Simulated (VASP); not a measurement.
# Sr7O8 (a cell with a defect) in VASP: single point with PBE

Aim: the single point of Sr7O8 (a cell with a defect) with PBE.

Everything below comes from runs of VASP 6.6.1. Logs are shortened: lines on timing, memory, paths and dates and some standing lists are left out, and cuts for length are marked.

**1. The cell of the first run**

The cell holds a defect, 15 atoms: a = 7.306 Å, b = 7.306 Å, c = 7.306 Å, α = 60.00°, β = 60.00°, γ = 60.00°.

**2. Single point, PBE**

File INCAR:

```
PREC = Accurate
ENCUT = 520
EDIFF = 1E-7
ISMEAR = -1
SIGMA = 0.05
LREAL = Auto
LASPH = T
NELM = 100
ALGO = Normal
ISIF = 2
LWAVE = F
LCHARG = F
GGA = PE
NBANDS = 72
```

File KPOINTS:

```
Automatic mesh
0
Gamma
  3 3 3
```

File POSCAR:

```
Sr7O8
1.0
    0.0000000000      5.1662960000      5.1662960000
    5.1662960000      0.0000000000      5.1662960000
    5.1662960000      5.1662960000      0.0000000000
Sr O
7 8
Direct
    0.2711670992      0.2059251928      0.2510373970
    0.2584885767      0.2491985554      0.7513914224
    0.2712091022      0.7488584665      0.7080452804
    0.7275429050      0.2924832414      0.2517343180
    0.7402225889      0.2491783281      0.7514164887
    0.9994054735      0.7491499713      0.2513314181
    0.7275623580      0.7495405799      0.7946527841
   -0.0006506596      0.0528263383     -0.0521831308
   -0.0200759887     -0.0063642308      0.4958263135
    0.0187985745      0.5047980216      0.0069783071
   -0.0006625637      0.4455960324      0.5550146565
    0.4993737293      0.0220822616     -0.0214982843
    0.5299349863     -0.0063678117      0.4958194420
    0.4687526615      0.5047910534      0.0069695968
    0.4993605670      0.4762513607      0.5243211965
```

Potentials or basis: VASP PAW PBE potentials, release 64 (Sr_sv, O).

Run with:

```console
> cat potpaw_PBE.64/Sr_sv/POTCAR potpaw_PBE.64/O/POTCAR > POTCAR
> mpirun -np 1 vasp_std > vasp.out
```

OUTCAR:

```text
PREC = Accurate
   ENCUT = 520
   EDIFF = 1E-7
   ISMEAR = -1
   LREAL = Auto
   LASPH = T
   NELM = 100
   ISIF = 2
   GGA = PE

 ion  position               nearest neighbor table
   1  0.271  0.206  0.251-  12 2.38  10 2.59  14 2.59   9 2.62  13 2.62  11 2.82   3 3.34   6 3.44
                             5 3.55   2 3.55   4 3.69   4 3.69   2 3.78   5 3.78   3 3.97   6 4.66
   2  0.258  0.249  0.751-   8 2.38  11 2.38  15 2.42  12 2.42  13 2.64  10 2.64   5 3.52   1 3.55
                             3 3.55   4 3.55   7 3.55   7 3.78   4 3.78   1 3.78   3 3.78   5 3.79
   3  0.271  0.749  0.708-  15 2.38  14 2.59  10 2.59  13 2.62   9 2.62   8 2.82   1 3.34   6 3.44
                             2 3.55   5 3.55   7 3.69   7 3.69   2 3.78   5 3.78   1 3.97   6 4.66
   4  0.728  0.292  0.252-  15 2.38  13 2.59   9 2.59  14 2.62  10 2.62   8 2.82   7 3.34   6 3.44
                             2 3.55   5 3.55   1 3.69   1 3.69   5 3.78   2 3.78   7 3.97   6 4.66
   5  0.740  0.249  0.751-  11 2.38   8 2.38  12 2.42  15 2.42   9 2.64  14 2.64   2 3.52   1 3.55
                             7 3.55   3 3.55   4 3.55   4 3.78   7 3.78   3 3.78   1 3.78   2 3.79
   6  0.999  0.749  0.251-   8 2.22  11 2.22  10 3.01  14 3.01  13 3.01   9 3.01   1 3.44   3 3.44
                             7 3.44   4 3.44   5 4.11   2 4.11   2 4.11   5 4.11   4 4.66   7 4.66
   7  0.728  0.750  0.795-  12 2.38   9 2.59  13 2.59  14 2.62  10 2.62  11 2.82   4 3.34   6 3.44
                             5 3.55   2 3.55   3 3.69   3 3.69   2 3.78   5 3.78   4 3.97   6 4.66
   8  0.999  0.053  0.948-   6 2.22   2 2.38   5 2.38   4 2.82   3 2.82
   9  0.980  0.994  0.496-   7 2.59   4 2.59   3 2.62   1 2.62   5 2.64   6 3.01
  10  0.019  0.505  0.007-   1 2.59   3 2.59   7 2.62   4 2.62   2 2.64   6 3.01
  11  0.999  0.446  0.555-   6 2.22   5 2.38   2 2.38   7 2.82   1 2.82
  12  0.499  0.022  0.979-   1 2.38   7 2.38   5 2.42   2 2.42
  13  0.530  0.994  0.496-   7 2.59   4 2.59   3 2.62   1 2.62   2 2.64   6 3.01
  14  0.469  0.505  0.007-   1 2.59   3 2.59   4 2.62   7 2.62   5 2.64   6 3.01
  15  0.499  0.476  0.524-   3 2.38   4 2.38   2 2.42   5 2.42

  LATTYP: Found a face centered cubic cell.
 ALAT       =    10.3325920000

  Lattice vectors:

 A1 = (   0.0000000000,   5.1662960000,   5.1662960000)
 A2 = (   5.1662960000,   0.0000000000,   5.1662960000)
 A3 = (   5.1662960000,   5.1662960000,   0.0000000000)

Analysis of symmetry for initial positions (statically):
=====================================================================
 Subroutine PRICEL returns:
 Original cell was already a primitive cell.

 Routine SETGRP: Setting up the symmetry group for a
 face centered cubic supercell.

 Subroutine GETGRP returns: Found  1 space group operations
[... 153 lines left out ...]
  volume/ion in A,a.u.               =      18.39       124.07
  Fermi-wavevector in a.u.,A,eV,Ry     =   1.233615  2.331194 20.705418  1.521805
  Thomas-Fermi vector in A             =   2.368338
   LORBIT       =      0    0 simple, 1 ext, 2 COOP (PROOUT), +10 PAW based schemes
   GGA     = PE    functional components
   LHFCALC =     F    Hartree Fock is set to
   AEXX    =    0.0000 exact exchange contribution
   IVDW    =     0    specifies the selected vdW correction
   LEPSILON=     F    determine dielectric tensor
   LRPA    =     F    only Hartree local field effects (RPA)
 non-spin polarized calculation
  energy-cutoff  :      520.00
  volume of cell :      275.78
 maximum number of plane-waves:      7428
 NGX is ok and might be reduce to    54
   NGX = 27   NGY = 27   NGZ = 27

 number of electron     118.0000002 magnetization

 Free energy of the ion-electron system (eV)
  ---------------------------------------------------
  ext. energy  EPLUGINS =         0.00000000
  ---------------------------------------------------
  free energy    TOTEN  =       -85.80396980 eV

  energy without entropy =      -85.65528312  energy(sigma->0) =      -85.72962646

 E-fermi :   0.7292     XC(G=0):  -9.4034

 val. band max:        0.7070853813   @ k =  -0.3333   0.3333  -0.3333
 cond. band min:       0.7439787873   @ k =   0.3333   0.3333   0.0000
 fundamental gap:      0.0368934060
 Fermi energy:         0.7292128462

 k-point     1 :       0.0000    0.0000    0.0000
  band No.  band energies     occupation
      1     -32.1184      2.00000
      2     -31.6464      2.00000
      3     -31.6037      2.00000
      4     -31.5788      2.00000
      5     -31.5483      2.00000
      6     -30.8776      2.00000
[... 1025 lines left out ...]
     70       7.3874      0.00000
     71       7.5017      0.00000
 [bands above 71 left out]

------------------------ aborting loop because EDIFF is reached ----------------------------------------

  FORCE on cell =-STRESS in cart. coord.  units (eV):
  Direction    XX          YY          ZZ          XY          YZ          ZX
  --------------------------------------------------------------------------------------
  -------------------------------------------------------------------------------------
  Total        1.4562692      6.8167727      6.8218637     -0.0000546     -4.2501858     -0.0005481
  in kB        8.4602732     39.6024033     39.6319797     -0.0003175    -24.6916802     -0.0031843
  external PRESSURE =      29.2315521 kB  Pullay stress =       0.0000000 kB

 VOLUME and BASIS-vectors are now :
 -----------------------------------------------------------------------------
  energy-cutoff  :      520.00
  volume of cell :      275.78
      direct lattice vectors                 reciprocal lattice vectors
     0.000000000  5.166296000  5.166296000    -0.096781137  0.096781137  0.096781137
     5.166296000  0.000000000  5.166296000     0.096781137 -0.096781137  0.096781137
     5.166296000  5.166296000  0.000000000     0.096781137  0.096781137 -0.096781137

 POSITION                                       TOTAL-FORCE (eV/Angst)
 -----------------------------------------------------------------------------------
      2.36080      2.69786      2.46480         0.036149      0.005349     -0.005459
      5.16934      5.21734      2.62286        -0.000184      0.010487      0.009689
      7.52680      5.05912      5.26997         0.036534     -0.004393      0.004426
      2.81159      5.05924      5.26976        -0.036921     -0.004286      0.004528
      5.16937      7.70625      5.11154        -0.000130     -0.009826     -0.009491
      5.16878      6.46168      9.03356        -0.000099      0.000444     -0.000964
      7.97776      7.86421      7.63115        -0.036077      0.004695     -0.004776
      5.16962     10.05964      5.43585        -0.000484     -0.067956      0.069228
      7.69500      7.62416     10.19599        -0.016366     -0.010503     -0.008899
      2.64399      0.13317      2.70506         0.016544      0.008525      0.008804
      5.16945      8.03024      7.46495        -0.000237      0.065906     -0.064988
      5.16931      7.63514      2.69400        -0.000213      0.047014     -0.046299
      7.69495      5.29935      7.87120        -0.015558      0.008625      0.009520
      2.64391      2.45772      5.02962         0.016206     -0.009251     -0.008977
      5.16925      5.28864      5.04030         0.000837     -0.044830      0.043658
 -----------------------------------------------------------------------------------
    total drift:                               -0.000958     -0.000384      0.002884

  FREE ENERGIE OF THE ION-ELECTRON SYSTEM (eV)
  ---------------------------------------------------
  free  energy   TOTEN  =       -85.8039697975 eV

  energy  without entropy=      -85.6552831206  energy(sigma->0) =      -85.72962646
```

OSZICAR:

```text
N       E                     dE             d eps       ncg     rms          rms(c)
DAV:   1     0.855357441398E+03    0.85536E+03   -0.61173E+04  2016   0.155E+03
DAV:   2    -0.265352682255E+02   -0.88189E+03   -0.86107E+03  2528   0.368E+02
[... 16 lines left out ...]
DAV:  19    -0.858040759785E+02   -0.23123E-03   -0.88925E-04  2488   0.887E-02    0.174E-01
DAV:  20    -0.858040102237E+02    0.65755E-04   -0.13221E-04  2376   0.413E-02    0.109E-01
DAV:  21    -0.858039746447E+02    0.35579E-04   -0.40801E-04  2672   0.438E-02    0.502E-02
DAV:  22    -0.858039692113E+02    0.54334E-05   -0.45944E-05  2432   0.176E-02    0.967E-03
DAV:  23    -0.858039695772E+02   -0.36597E-06   -0.24736E-06  2672   0.565E-03    0.667E-03
DAV:  24    -0.858039697520E+02   -0.17480E-06   -0.63651E-07  1912   0.303E-03    0.745E-03
DAV:  25    -0.858039697975E+02   -0.45486E-07   -0.31133E-07  1768   0.211E-03
   1 F= -.85803970E+02 E0= -.85729626E+02  d E =-.148687E+00
```

stdout:

```text
POSCAR found type information on POSCAR SrO
 POSCAR found :  2 types and      15 ions
 scaLAPACK will be used
 LDA part: xc-table for (Slater+PW92), standard interpolation
 POSCAR, INCAR and KPOINTS ok, starting setup
 FFT: planning ... GRIDC
 FFT: planning ... GRID_SOFT
 FFT: planning ... GRID
 WAVECAR not read
 entering main loop
```

Run time: 11 min. Hardware: 1 thread of Intel Xeon Platinum 8488C (Sapphire Rapids), shared host; peak memory 0.47 GiB.

What came out:

| Quantity | Value |
| --- | --- |
| Free energy | -85.8040 eV |
| Pressure | 2.9 GPa |
| Largest force | 0.097 eV/Å |
| Band gap on the k mesh | zero (bands 59 and 60 overlap by 0.17 eV) |

Forces in eV/Å, atoms in the order of the input:
```
Sr   0.036  0.005 -0.005
Sr   0.000  0.010  0.010
Sr   0.037 -0.004  0.004
Sr  -0.037 -0.004  0.005
Sr   0.000 -0.010 -0.009
Sr   0.000  0.000 -0.001
Sr  -0.036  0.005 -0.005
O    0.000 -0.068  0.069
O   -0.016 -0.011 -0.009
O    0.017  0.009  0.009
O    0.000  0.066 -0.065
O    0.000  0.047 -0.046
O   -0.016  0.009  0.010
O    0.016 -0.009 -0.009
O    0.001 -0.045  0.044
```

Levels at points of the mesh, in eV from the Fermi level:
```
           k point  band 55  band 56  band 57  band 58  band 59  band 60  band 61  band 62  band 63  band 64
(0.00, 0.00, 0.00)    -0.15    -0.13    -0.05    -0.04     0.06     0.19     3.86     4.58     4.63     4.96
```

The gap in the log of VASP goes by the Fermi energy; the results here count the filled bands.